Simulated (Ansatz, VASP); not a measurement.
## One calculation of As, two programs

INCAR

```
ALGO = Normal
EDIFF = 1E-6
EDIFFG = -0.001
ENCUT = 600
GGA = PE
IBRION = 2
ISIF = 3
ISMEAR = -1
IVDW = 12
LASPH = T
LCHARG = F
LREAL = F
LWAVE = F
NELM = 60
NSW = 80
PREC = Accurate
SIGMA = 0.15
```

The input KPOINTS:

```
k-points
0
Gamma
  15 15 15
```

File POSCAR:

```
As
1.0
    1.8914380030      1.0920222402      3.3713915079
   -1.8914380030      1.0920222402      3.3713915079
    0.0000000000     -2.1840444804      3.3713915079
As
2
Direct
    0.7697136434      0.7697136434      0.7697136434
    0.2302863566      0.2302863566      0.2302863566
```

Input for Ansatz:

```yaml
crystal:
  lattice:
    - [1.891438003, 1.0920222402, 3.3713915079]
    - [-1.891438003, 1.0920222402, 3.3713915079]
    - [0.0, -2.1840444804, 3.3713915079]
  atoms:
    - { symbol: As, position: [0.7697136434, 0.7697136434, 0.7697136434] }
    - { symbol: As, position: [0.2302863566, 0.2302863566, 0.2302863566] }
basis:
  ecutwfc: 420
kpoints:
  mp_grid: { grid: [15, 15, 15] }
hamiltonian:
  xc: pbe
  dispersion: d3bj
scf:
  occupations: { method: fermi_dirac, width: 0.15 }
output:
  forces: true
  stress: true
  eigenvalues: true
relax:
  adjacent_minimum: "off"
  f_tol: 0.001
  max_steps: 60
  cell: { stress_tol: 0.01 }
```

Alike in both runs: task relaxation of cell and atoms; functional PBE; dispersion D3(BJ); k mesh 15 × 15 × 15; occupations fermi-dirac, width 0.15 eV; no spin polarisation.

|  | VASP | Ansatz |
| --- | --- | --- |
| version | VASP 6.6.1 | Ansatz 0.2.0 |
| potentials or method | VASP PAW PBE potentials, release 64 (As), cutoff 600 eV | scalar-relativistic, plane waves, PAW |
| valence electrons in the cell | 10 | 30 |

|  | VASP | Ansatz | Ansatz less VASP |
| --- | --- | --- | --- |
| gap on the k mesh at the Fermi level, each at its own relaxed structure (eV) | none | none | - |
| relaxed volume (Å³/atom) | 20.92 | 20.89 | -0.030 |
| relaxed length of the cell vector where the two differ most in proportion (Å) | 4.019 | 4.020 | +0.0017 |

A gap of «none» marks a metal or a gap that the smearing closes. VASP's potentials hold 10 valence electrons a cell and Ansatz's 30, so a difference there can come from the potentials and not from the codes.
